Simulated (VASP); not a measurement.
The system is Ta2SiC.

```
Ta Si C
1.0
     2.72047    0.00000    0.00000
     0.00000    2.72047    0.00000
     0.00000    0.00000    9.48018
Ta Si C
2 1 1
Direct
  0.00000 0.00000 0.78428
  0.00000 0.00000 0.21572
  0.00000 0.00000 0.50000
  0.00000 0.00000 0.00000
```

- Program: VASP 6.6.1
- Task: relaxation of cell and atoms
- Functional: PBE
- Potentials or basis: VASP PAW PBE potentials, release 64 (Ta_pv, Si, C)
- Cutoff: 600 eV
- k mesh: 16 × 16 × 6
- Occupations: gaussian, width 0.1 eV
- Spin: no spin polarisation

At the start: pressure 0.3 GPa; volume 17.54 Å³/atom.

Where does the relaxation end?

Over 5 steps the energy falls by 2.0 meV/atom and the volume is 17.52 Å³/atom (-0.1 %); space group P4/mmm (No. 123, to 0.05 Å).

The path:
| step | energy change (eV) | largest force (eV/Å) | pressure (GPa) | volume (Å³) |
| --- | --- | --- | --- | --- |
| 1 | 0.0000 | 0.3200 | 0.31 | 70.16 |
| 2 | -0.0040 | 0.0043 | -0.93 | 70.51 |
| 3 | -0.0042 | 0.0620 | -0.71 | 70.44 |
| 4 | -0.0078 | 0.0175 | -0.23 | 70.19 |
| 5 | -0.0081 | 0.0046 | -0.01 | 70.09 |

Final structure:
```yaml
crystal:
  lattice:
    - [2.72576, 0.00000, 0.00000]
    - [0.00000, 2.72576, 0.00000]
    - [0.00000, 0.00000, 9.43367]
  atoms:
    - { symbol: Ta, position: [0.00000, 0.00000, 0.78157] }
    - { symbol: Ta, position: [0.00000, 0.00000, 0.21843] }
    - { symbol: Si, position: [0.00000, 0.00000, 0.50000] }
    - { symbol: C, position: [0.00000, 0.00000, 0.00000] }
```
